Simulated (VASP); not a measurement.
# BaTiO3 (Amm2) in VASP: a series of runs, part 2 of 2

VASP 6.6.1. The steps go on from the part before.

### Step 4. Single point, PBEsol (13.00 Å³/atom)

This run uses another cell than the first one, of 13.00 Å³/atom.

File INCAR:

```
PREC = Accurate ; ENCUT = 520
EDIFF = 1E-6 ; ISMEAR = -1
SIGMA = 0.05 ; LREAL = F
LASPH = T ; NELM = 80
ALGO = Normal ; ISIF = 2
LWAVE = F ; LCHARG = F
GGA = PS ; NBANDS = 28
```

File KPOINTS:

```
regular mesh
0
Gamma
  8 8 8
```

File POSCAR:

```
BaTiO3
1.0
    3.9973363099      0.0000000000      0.0000000000
    0.0000000000      2.8464754845      2.8552545545
    0.0000000000     -2.8464754845      2.8552545545
Ba Ti O
1 1 3
Direct
    0.0000000000      0.0000000000      0.0000000000
    0.5000000000      0.5079000000      0.5079000000
    0.0000000000      0.4921000000      0.4921000000
    0.5000000000      0.5025100000      0.9937100000
    0.5000000000      0.9937100000      0.5025100000
```

Potentials or basis: VASP PAW PBE potentials, release 64 (Ba_sv, Ti_sv, O).

Launch:

```console
> cat potpaw_PBE.64/Ba_sv/POTCAR potpaw_PBE.64/Ti_sv/POTCAR potpaw_PBE.64/O/POTCAR > POTCAR
> mpirun -np 1 vasp_std > vasp.out
```

OUTCAR:

```text
PREC = Accurate
   ENCUT = 520
   EDIFF = 1E-6
   ISMEAR = -1
   LREAL = F
   LASPH = T
   NELM = 80
   ISIF = 2
   GGA = PS

 ion  position               nearest neighbor table
   1  0.000  0.000  0.000-   3 2.81   4 2.83   5 2.83   4 2.83   5 2.83   4 2.85   5 2.85   5 2.85
                             4 2.85   3 2.85   3 2.85   3 2.90   2 3.45   2 3.45   2 3.48   2 3.48
   2  0.500  0.508  0.508-   4 1.96   5 1.96   3 2.00   3 2.00   5 2.07   4 2.07   1 3.45   1 3.45
                             1 3.48   1 3.48   1 3.48   1 3.48   1 3.52   1 3.52
   3  0.000  0.492  0.492-   2 2.00   2 2.00   1 2.81   1 2.85   1 2.85   1 2.90
   4  0.500  0.503  0.994-   2 1.96   2 2.07   1 2.83   1 2.83   1 2.85   1 2.85
[... 951 lines left out ...]
  -------------------------------------------------------------------------------------
  Total       -1.4305263     -1.6815602     -1.9615863      0.0000000      0.0000000      0.0000000
  in kB      -35.2738992    -41.4638882    -48.3687697      0.0000000      0.0000000      0.0000000
  external PRESSURE =     -41.7021857 kB  Pullay stress =       0.0000000 kB

 VOLUME and BASIS-vectors are now :
 -----------------------------------------------------------------------------
  energy-cutoff  :      520.00
  volume of cell :       64.98
      direct lattice vectors                 reciprocal lattice vectors
     3.997336310  0.000000000  0.000000000     0.250166592  0.000000000  0.000000000
     0.000000000  2.846475484  2.855254555     0.000000000  0.175655825  0.175115735
     0.000000000 -2.846475484  2.855254555     0.000000000 -0.175655825  0.175115735

 POSITION                                       TOTAL-FORCE (eV/Angst)
 -----------------------------------------------------------------------------------
      0.00000      0.00000      0.00000         0.000000      0.000000      0.086705
      1.99867      0.00000      2.90037         0.000000      0.000000      0.235543
      0.00000      0.00000      2.81014         0.000000      0.000000      0.103757
      1.99867     -1.39819      4.27209         0.000000      0.045547     -0.213003
      1.99867      1.39819      4.27209         0.000000     -0.045547     -0.213003
 -----------------------------------------------------------------------------------
    total drift:                                0.000000     -0.000000     -0.000014

  FREE ENERGIE OF THE ION-ELECTRON SYSTEM (eV)
  ---------------------------------------------------
  free  energy   TOTEN  =       -41.9642356023 eV

  energy  without entropy=      -41.9642356004  energy(sigma->0) =      -41.96423560
```

stdout:

```text
POSCAR found type information on POSCAR BaTiO
 POSCAR found :  3 types and       5 ions
 scaLAPACK will be used
 -----------------------------------------------------------------------------
|                                                                             |
|                                                                             |
|     You enforced a specific xc type in the INCAR file but a different       |
|     I HOPE YOU KNOW WHAT YOU ARE DOING!                                     |
|                                                                             |
 -----------------------------------------------------------------------------

 LDA part: xc-table for (Slater+PW92), standard interpolation
 POSCAR, INCAR and KPOINTS ok, starting setup
 FFT: planning ... GRIDC
 FFT: planning ... GRID_SOFT
 FFT: planning ... GRID
 WAVECAR not read
 entering main loop
```

Run time: 5.5 min. Hardware: 1 thread of Intel Xeon 8259CL, shared host; peak memory 0.31 GiB.

What came out:

```yaml
Free_energy: -41.9642 eV
Pressure: -4.2 GPa
Largest_force: 0.236 eV/Å
Band_gap_on_the_k_mesh: 1.73 eV (least direct gap 1.91 eV)
```

Forces on the atoms (eV/Å):
```
Ba   0.000  0.000  0.087
Ti   0.000  0.000  0.236
O    0.000  0.000  0.104
O    0.000  0.046 -0.213
O    0.000 -0.046 -0.213
```

Caveat: the cell stands under tension; the PAW data sets were made with another functional, which shifts forces and pressure a little; spin-orbit coupling is left out, which moves the levels of the heavy elements. A k mesh can miss the band edges.

### Step 5. Single point, PBEsol (13.38 Å³/atom)

This run uses another cell than the first one, of 13.38 Å³/atom.

File INCAR:

```
SYSTEM = BaTiO3
  PREC = Accurate
  ENCUT = 520
  EDIFF = 1E-7
  ISMEAR = -1
  SIGMA = 0.05
  LREAL = .FALSE.
  LASPH = .TRUE.
  NELM = 80
  ALGO = Normal
  ISIF = 2
  LWAVE = .FALSE.
  LCHARG = .FALSE.
  GGA = PS
  NBANDS = 28
```

File KPOINTS:

```
regular mesh
0
G
  8 8 8
  0 0 0
```

Changes to POSCAR since step 4:

```diff
@@ -2,5 +2,5 @@
 1.0
-    3.9973363099      0.0000000000      0.0000000000
-    0.0000000000      2.8464754845      2.8552545545
-    0.0000000000     -2.8464754845      2.8552545545
+    4.0365283808      0.0000000000      0.0000000000
+    0.0000000000      2.8743838866      2.8832490314
+    0.0000000000     -2.8743838866      2.8832490314
 Ba Ti O
```

Potentials or basis: VASP PAW PBE potentials, release 64 (Ba_sv, Ti_sv, O).

Launch:

```console
> cat potpaw_PBE.64/Ba_sv/POTCAR potpaw_PBE.64/Ti_sv/POTCAR potpaw_PBE.64/O/POTCAR > POTCAR
> mpirun -np 1 vasp_std > vasp.out
```

OUTCAR:

```text
SYSTEM = BaTiO3
   PREC = Accurate
   ENCUT = 520
   EDIFF = 1E-7
   ISMEAR = -1
   LREAL = .FALSE.
   LASPH = .TRUE.
   NELM = 80
   ISIF = 2
   GGA = PS

 ion  position               nearest neighbor table
   1  0.000  0.000  0.000-   3 2.84   4 2.86   5 2.86   4 2.86   5 2.86   4 2.87   5 2.87   5 2.87
                             4 2.87   3 2.87   3 2.87   3 2.93   2 3.48   2 3.48   2 3.51   2 3.51
   2  0.500  0.508  0.508-   4 1.98   5 1.98   3 2.02   3 2.02   5 2.09   4 2.09   1 3.48   1 3.48
                             1 3.51   1 3.51   1 3.51   1 3.51   1 3.56   1 3.56
   3  0.000  0.492  0.492-   2 2.02   2 2.02   1 2.84   1 2.87   1 2.87   1 2.93
   4  0.500  0.503  0.994-   2 1.98   2 2.09   1 2.86   1 2.86   1 2.87   1 2.87
   5  0.500  0.994  0.503-   2 1.98   2 2.09   1 2.86   1 2.86   1 2.87   1 2.87

  LATTYP: Found a base centered orthorhombic cell.
 ALAT       =     5.7487677732
 B/A-ratio  =     1.0030841896
 C/A-ratio  =     0.7021554079

  Lattice vectors:

 A1 = (   0.0000000000,   2.8743838866,  -2.8832490314)
 A2 = (   0.0000000000,   2.8743838866,   2.8832490314)
 A3 = (   4.0365283808,   0.0000000000,   0.0000000000)

Analysis of symmetry for initial positions (statically):
=====================================================================
 Subroutine PRICEL returns:
 Original cell was already a primitive cell.

 Routine SETGRP: Setting up the symmetry group for a
 base centered orthorhombic supercell.

 Subroutine GETGRP returns: Found  4 space group operations
 (whereof  4 operations were pure point group operations)
 out of a pool of  8 trial point group operations.

The static configuration has the point symmetry C_2v.

Analysis of symmetry for dynamics (positions and initial velocities):
=====================================================================
 Subroutine PRICEL returns:
 Original cell was already a primitive cell.
[... 131 lines left out ...]
   IALGO  =     38    algorithm
   IMIX   =      4    mixing-type and parameters
     AMIX     =   0.40;   BMIX     =  1.00
     AMIX_MAG =   1.60;   BMIX_MAG =  1.00
  volume/ion in A,a.u.               =      13.38        90.30
  Fermi-wavevector in a.u.,A,eV,Ry     =   1.379134  2.606186 25.878431  1.902011
  Thomas-Fermi vector in A             =   2.504132
   LORBIT       =      0    0 simple, 1 ext, 2 COOP (PROOUT), +10 PAW based schemes
   GGA     = PS    functional components
   LHFCALC =     F    Hartree Fock is set to
   AEXX    =    0.0000 exact exchange contribution
   IVDW    =     0    specifies the selected vdW correction
   LEPSILON=     F    determine dielectric tensor
   LRPA    =     F    only Hartree local field effects (RPA)
 non-spin polarized calculation
  energy-cutoff  :      520.00
  volume of cell :       66.91
 maximum number of plane-waves:      1824
   NGX = 15   NGY = 15   NGZ = 15

 number of electron      39.9999989 magnetization

 Free energy of the ion-electron system (eV)
  ---------------------------------------------------
  ext. energy  EPLUGINS =         0.00000000
  ---------------------------------------------------
  free energy    TOTEN  =       -41.88953532 eV

  energy without entropy =      -41.88953531  energy(sigma->0) =      -41.88953531

 E-fermi :   4.2320     XC(G=0): -11.2924

 val. band max:        3.3690562510   @ k =   0.5000   0.5000   0.5000
 cond. band min:       5.0395154206   @ k =   0.0000   0.0000   0.0000
 fundamental gap:      1.6704591696
 Fermi energy:         4.2319992723

 k-point     1 :       0.0000    0.0000    0.0000
  band No.  band energies     occupation
      1     -53.1402      2.00000
      2     -29.4485      2.00000
      3     -29.4469      2.00000
      4     -29.4423      2.00000
      5     -21.4969      2.00000
      6     -13.3481      2.00000
[... 733 lines left out ...]
     27      11.1405      0.00000
     28      12.7131      0.00000

 [... further k-points ...]

------------------------ aborting loop because EDIFF is reached ----------------------------------------

  FORCE on cell =-STRESS in cart. coord.  units (eV):
  Direction    XX          YY          ZZ          XY          YZ          ZX
  --------------------------------------------------------------------------------------
  -------------------------------------------------------------------------------------
  Total       -3.3097506     -3.5233484     -3.7920427      0.0000000      0.0000000      0.0000000
  in kB      -79.2576008    -84.3725621    -90.8069047      0.0000000      0.0000000      0.0000000
  external PRESSURE =     -84.8123559 kB  Pullay stress =       0.0000000 kB

 VOLUME and BASIS-vectors are now :
 -----------------------------------------------------------------------------
  energy-cutoff  :      520.00
  volume of cell :       66.91
      direct lattice vectors                 reciprocal lattice vectors
     4.036528381  0.000000000  0.000000000     0.247737636  0.000000000  0.000000000
     0.000000000  2.874383887  2.883249031     0.000000000  0.173950321  0.173415475
     0.000000000 -2.874383887  2.883249031     0.000000000 -0.173950321  0.173415475

 POSITION                                       TOTAL-FORCE (eV/Angst)
 -----------------------------------------------------------------------------------
      0.00000      0.00000      0.00000         0.000000     -0.000000      0.084344
      2.01826      0.00000      2.92880         0.000000     -0.000000      0.332377
      0.00000      0.00000      2.83769         0.000000     -0.000000      0.113028
      2.01826     -1.41190      4.31397         0.000000      0.113113     -0.264874
      2.01826      1.41190      4.31397         0.000000     -0.113113     -0.264874
 -----------------------------------------------------------------------------------
    total drift:                                0.000000     -0.000000     -0.000230

  FREE ENERGIE OF THE ION-ELECTRON SYSTEM (eV)
  ---------------------------------------------------
  free  energy   TOTEN  =       -41.8895353155 eV

  energy  without entropy=      -41.8895353120  energy(sigma->0) =      -41.88953531
```

Run time: 5.7 min. Hardware: 1 thread of Intel Xeon 8259CL, shared host; peak memory 0.31 GiB.

What came out:

| Property | Result |
| --- | --- |
| Free energy | -41.8895 eV |
| Pressure | -8.5 GPa |
| Largest force | 0.332 eV/Å |
| Band gap on the k mesh | 1.67 eV (least direct gap 1.88 eV) |

Forces on the atoms (eV/Å):
```
Ba   0.000  0.000  0.084
Ti   0.000  0.000  0.332
O    0.000  0.000  0.113
O    0.000  0.113 -0.265
O    0.000 -0.113 -0.265
```

Stress tensor (GPa, compression positive):
```
-7.93  0.00  0.00
 0.00 -8.44  0.00
 0.00  0.00 -9.08
```

Caveat: the cell stands under tension; the PAW data sets were made with another functional, which shifts forces and pressure a little; spin-orbit coupling is left out, which moves the levels of the heavy elements.

### Step 6. Single point, PBEsol (zz strain of -2 %)

File INCAR:

```
ALGO     = Normal         # electronic algorithm
EDIFF    = 1E-6           # SCF threshold, eV
ENCUT    = 520            # plane-wave cutoff, eV
GGA      = PS             # functional
ISIF     = 2              # what is computed and relaxed
ISMEAR   = -1             # smearing method
LASPH    = True           # aspherical terms in the spheres
LCHARG   = False          # write CHGCAR
LREAL    = False          # projectors in reciprocal space
LWAVE    = False          # write WAVECAR
NBANDS   = 28             # bands
NELM     = 100            # most SCF steps
PREC     = Accurate       # precision mode
SIGMA    = 0.05           # smearing width, eV
```

File KPOINTS:

```
k-points
0
Gamma
  8 8 8
```

Changes to POSCAR since step 5:

```diff
@@ -2,5 +2,5 @@
 1.0
-    4.0365283808      0.0000000000      0.0000000000
-    0.0000000000      2.8743838866      2.8832490314
-    0.0000000000     -2.8743838866      2.8832490314
+    3.9841000000      0.0000000000      0.0000000000
+    0.0000000000      2.8370500000      2.7888840000
+    0.0000000000     -2.8370500000      2.7888840000
 Ba Ti O
```

Potentials or basis: VASP PAW PBE potentials, release 64 (Ba_sv, Ti_sv, O).

Launch:

```console
> cat potpaw_PBE.64/Ba_sv/POTCAR potpaw_PBE.64/Ti_sv/POTCAR potpaw_PBE.64/O/POTCAR > POTCAR
> mpirun -np 1 vasp_std > vasp.out
```

OUTCAR:

```text
EDIFF = 1E-6
   ENCUT = 520
   GGA = PS
   ISIF = 2
   ISMEAR = -1
   LASPH = True
   LREAL = False
   NELM = 100
   PREC = Accurate

 ion  position               nearest neighbor table
   1  0.000  0.000  0.000-   3 2.74   4 2.81   5 2.81   4 2.81   5 2.81   4 2.82   5 2.82   5 2.82
                             4 2.82   3 2.83   3 2.84   3 2.84   2 3.39   2 3.39   2 3.46   2 3.46
   2  0.500  0.508  0.508-   4 1.93   5 1.93   3 1.99   3 1.99   5 2.05   4 2.05   1 3.39   1 3.39
                             1 3.46   1 3.46   1 3.47   1 3.47   1 3.47   1 3.47
   3  0.000  0.492  0.492-   2 1.99   2 1.99   1 2.74   1 2.83   1 2.84   1 2.84
   4  0.500  0.503  0.994-   2 1.93   2 2.05   1 2.81   1 2.81   1 2.82   1 2.82
   5  0.500  0.994  0.503-   2 1.93   2 2.05   1 2.81   1 2.81   1 2.82   1 2.82

  LATTYP: Found a base centered orthorhombic cell.
 ALAT       =     5.5777680000
 B/A-ratio  =     1.0172707076
 C/A-ratio  =     0.7142821286

  Lattice vectors:

 A1 = (   0.0000000000,   2.8370500000,   2.7888840000)
 A2 = (   0.0000000000,  -2.8370500000,   2.7888840000)
 A3 = (   3.9841000000,   0.0000000000,   0.0000000000)
[... 180 lines left out ...]

 E-fermi :   4.7506     XC(G=0): -11.6047

 val. band max:        3.8315437207   @ k =   0.5000   0.5000   0.5000
 cond. band min:       5.6366225367   @ k =   0.0000   0.0000   0.0000
 fundamental gap:      1.8050788160
 Fermi energy:         4.7505829875

 k-point     1 :       0.0000    0.0000    0.0000
  band No.  band energies     occupation
      1     -52.4387      2.00000
      2     -28.7886      2.00000
      3     -28.7748      2.00000
      4     -28.7713      2.00000
      5     -20.9047      2.00000
      6     -13.0313      2.00000
[... 733 lines left out ...]
     27      11.8968      0.00000
     28      13.5152      0.00000

 [... further k-points ...]

------------------------ aborting loop because EDIFF is reached ----------------------------------------

  FORCE on cell =-STRESS in cart. coord.  units (eV):
  Direction    XX          YY          ZZ          XY          YZ          ZX
  --------------------------------------------------------------------------------------
  -------------------------------------------------------------------------------------
  Total        0.1460657     -0.3268530      1.3977007      0.0000000      0.0000000      0.0000000
  in kB        3.7119410     -8.3062580     35.5195203      0.0000000      0.0000000      0.0000000
  external PRESSURE =      10.3084011 kB  Pullay stress =       0.0000000 kB

 VOLUME and BASIS-vectors are now :
 -----------------------------------------------------------------------------
  energy-cutoff  :      520.00
  volume of cell :       63.05
      direct lattice vectors                 reciprocal lattice vectors
     3.984100000  0.000000000  0.000000000     0.250997716  0.000000000  0.000000000
     0.000000000  2.837050000  2.788884000     0.000000000  0.176239404  0.179283183
     0.000000000 -2.837050000  2.788884000     0.000000000 -0.176239404  0.179283183

 POSITION                                       TOTAL-FORCE (eV/Angst)
 -----------------------------------------------------------------------------------
      0.00000      0.00000      0.00000         0.000000     -0.000000      0.076463
      1.99205      0.00000      2.83295         0.000000     -0.000000      0.085315
      0.00000      0.00000      2.74482         0.000000     -0.000000      0.118214
      1.99205     -1.39356      4.17278         0.000000     -0.030105     -0.139996
      1.99205      1.39356      4.17278         0.000000      0.030105     -0.139996
 -----------------------------------------------------------------------------------
    total drift:                                0.000000     -0.000000      0.000152

  FREE ENERGIE OF THE ION-ELECTRON SYSTEM (eV)
  ---------------------------------------------------
  free  energy   TOTEN  =       -41.9749422643 eV

  energy  without entropy=      -41.9749422632  energy(sigma->0) =      -41.97494226
```

stdout:

```text
POSCAR found type information on POSCAR BaTiO
 POSCAR found :  3 types and       5 ions
 scaLAPACK will be used
 -----------------------------------------------------------------------------
|                                                                             |
|                                                                             |
|     You enforced a specific xc type in the INCAR file but a different       |
|     I HOPE YOU KNOW WHAT YOU ARE DOING!                                     |
|                                                                             |
 -----------------------------------------------------------------------------

 LDA part: xc-table for (Slater+PW92), standard interpolation
 POSCAR, INCAR and KPOINTS ok, starting setup
 FFT: planning ... GRIDC
 FFT: planning ... GRID_SOFT
 FFT: planning ... GRID
 WAVECAR not read
 entering main loop
```

Run time: 64 s. Hardware: 1 thread of AMD EPYC 9R45 (Zen 5), shared host; peak memory 0.28 GiB.

Results:

| Quantity | Value |
| --- | --- |
| Free energy | -41.9749 eV |
| Pressure | 1.0 GPa |
| Largest force | 0.143 eV/Å |
| Band gap on the k mesh | 1.81 eV (least direct gap 1.94 eV) |

Forces on the atoms (eV/Å):
```
Ba   0.000  0.000  0.076
Ti   0.000  0.000  0.085
O    0.000  0.000  0.118
O    0.000 -0.030 -0.140
O    0.000  0.030 -0.140
```

Stress tensor (GPa, compression positive):
```
 0.37  0.00  0.00
 0.00 -0.83  0.00
 0.00  0.00  3.55
```

Caveat: the cell differs from its parent crystal (zz strain of -2 %); the PAW data sets were made with another functional, which shifts forces and pressure a little; spin-orbit coupling is left out, which moves the levels of the heavy elements. A k mesh can miss the band edges.

### Step 7. The runs side by side

| cell | gap on the mesh (eV) | pressure (GPa) | largest force (eV/Å) |
| --- | --- | --- | --- |
| a = 3.903, b = 3.936, c = 3.936 Å, angles 89.8, 90.0, 90.0°, 5 atoms | 1.86 | 9.3 | 0.16 |
| a = 3.957, b = 3.991, c = 3.991 Å, angles 89.8, 90.0, 90.0°, 5 atoms | 1.78 | 1.0 | 0.16 |
| a = 3.997, b = 4.032, c = 4.032 Å, angles 89.8, 90.0, 90.0°, 5 atoms | 1.73 | -4.2 | 0.24 |
| a = 4.037, b = 4.071, c = 4.071 Å, angles 89.8, 90.0, 90.0°, 5 atoms | 1.67 | -8.5 | 0.33 |
| a = 3.984, b = 3.978, c = 3.978 Å, angles 91.0, 90.0, 90.0°, 5 atoms | 1.81 | 1.0 | 0.14 |

Alike in all rows: task single point; level PBEsol; potentials or basis VASP PAW PBE potentials, release 64 (Ba_sv, Ti_sv, O); no spin polarisation; k mesh 8 × 8 × 8; cutoff (eV) 520; smearing fermi-dirac 0.05 eV.

Caveats: the PAW data sets were made with another functional, which shifts forces and pressure a little; spin-orbit coupling is left out, which moves the levels of the heavy elements; the cell stands under tension (at least some runs); the cell stands under pressure (at least some runs).

Total energies depend on the potentials used, so only differences within one code and one set of settings carry meaning.
